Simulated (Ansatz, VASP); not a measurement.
**SrTiO3: VASP beside Ansatz**

```
Sr Ti O
1.0
     3.93640    0.00000    0.00000
     0.00000    3.93640    0.00000
     0.00000    0.00000    3.93640
Sr Ti O
1 1 3
Direct
  0.50000 0.50000 0.50000
  0.00000 0.00000 0.00000
  0.50000 0.00000 0.00000
  0.00000 0.50000 0.00000
  0.00000 0.00000 0.50000
```

Alike in both runs: functional PBE; k mesh 8 × 8 × 8; occupations gaussian, width 0.02 eV; no spin polarisation.

Ansatz relaxed the structure, and its values are those at the end. VASP's run is a single point on that final structure, the one shown.

|  | VASP | Ansatz |
| --- | --- | --- |
| version | VASP 6.6.1 | Ansatz 0.2.0 |
| potentials or method | VASP PAW PBE potentials, release 64 (Sr_sv, Ti_sv, O), cutoff 520 eV | scalar-relativistic, plane waves, PAW |
| valence electrons in the cell | 40 | 40 |

Ansatz gave:

```
gap on the k mesh at the Fermi level (eV) : 1.84
least direct gap on the mesh (eV)         : 2.20
pressure (GPa)                            : 0.0
```

**Question.** Estimate VASP's values.

**Answer.** gap on the k mesh at the Fermi level (eV): 1.81; least direct gap on the mesh (eV): 2.18; pressure (GPa): 0.6.
